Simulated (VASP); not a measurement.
Fe: single point with PBE

The system is Fe.

```
Fe
1.0
     0.00000    1.81950    1.81950
     1.81950    0.00000    1.81950
     3.63900    3.63900    0.00000
Fe
2
Direct
  0.00000 0.00000 0.00000
  0.00000 0.00000 0.50000
```

This isn't the form of Fe at room conditions, which is bcc.

| Item | Value |
| --- | --- |
| Program | VASP 6.6.1 |
| Task | single point |
| Functional | PBE |
| Potentials or basis | VASP PAW PBE potentials, release 64 (Fe) |
| Cutoff | 520 eV |
| k mesh | 12 × 12 × 6 |
| Occupations | fermi-dirac, width 0.05 eV |
| Spin | collinear spin, ferromagnetic start |
| Starting moments | [4.0, 4.0] μB |
| Dipole correction | no |
| Further INCAR settings | ALGO = Normal; EDIFF = 1e-07; NBANDS = 19; ISYM = 0 |

```
Pressure                                              : -0.9 GPa
Net moment                                            : 5.13 μB per cell
Site moments                                          : Fe +2.57 μB
Valence electrons inside the program's atomic spheres : Fe 7.15
```

Levels at points of the mesh, in eV from the Fermi level:
Spin up:
| k point | band 8 | band 9 | band 10 | band 11 | band 12 | band 13 |
| --- | --- | --- | --- | --- | --- | --- |
| (0.00, 0.00, 0.00) | -1.47 | -1.47 | -0.55 | -0.55 | -0.16 | 5.96 |
| (0.50, 0.00, 0.00) | -0.55 | -0.27 | -0.27 | -0.16 | 2.45 | 5.96 |
| (0.00, 0.50, 0.00) | -0.55 | -0.27 | -0.27 | -0.16 | 2.45 | 5.96 |
| (0.50, 0.50, 0.00) | -0.55 | -0.27 | -0.27 | -0.16 | 2.45 | 5.96 |
| (0.00, 0.00, 0.50) | -2.29 | -1.30 | -1.30 | -1.30 | -1.30 | 13.91 |
| (0.50, 0.00, 0.50) | -1.68 | -0.48 | -0.48 | 2.41 | 2.41 | 8.38 |
| (0.00, 0.50, 0.50) | -1.68 | -0.48 | -0.48 | 2.41 | 2.41 | 8.38 |
| (0.50, 0.50, 0.50) | -1.68 | -0.48 | -0.48 | 2.41 | 2.41 | 8.38 |
Spin down:
```tsv
k point	band 3	band 4	band 5	band 6	band 7	band 8
(0.00, 0.00, 0.00)	-0.10	-0.10	-0.10	-0.07	-0.07	-0.02
(0.50, 0.00, 0.00)	-2.45	-0.07	-0.07	-0.02	2.28	2.28
(0.00, 0.50, 0.00)	-2.45	-0.07	-0.07	-0.02	2.28	2.28
(0.50, 0.50, 0.00)	-2.45	-0.07	-0.07	-0.02	2.28	2.28
(0.00, 0.00, 0.50)	-0.76	-0.76	0.19	0.19	0.19	0.19
(0.50, 0.00, 0.50)	-1.78	-1.78	-0.42	-0.42	1.01	1.01
(0.00, 0.50, 0.50)	-1.78	-1.78	-0.42	-0.42	1.01	1.01
(0.50, 0.50, 0.50)	-1.78	-1.78	-0.42	-0.42	1.01	1.01
```

Run time: 2.9 min on 1 thread of Intel(R) Xeon(R) 6975P-C (Granite Rapids), on a shared host, peak memory 0.38 GiB.
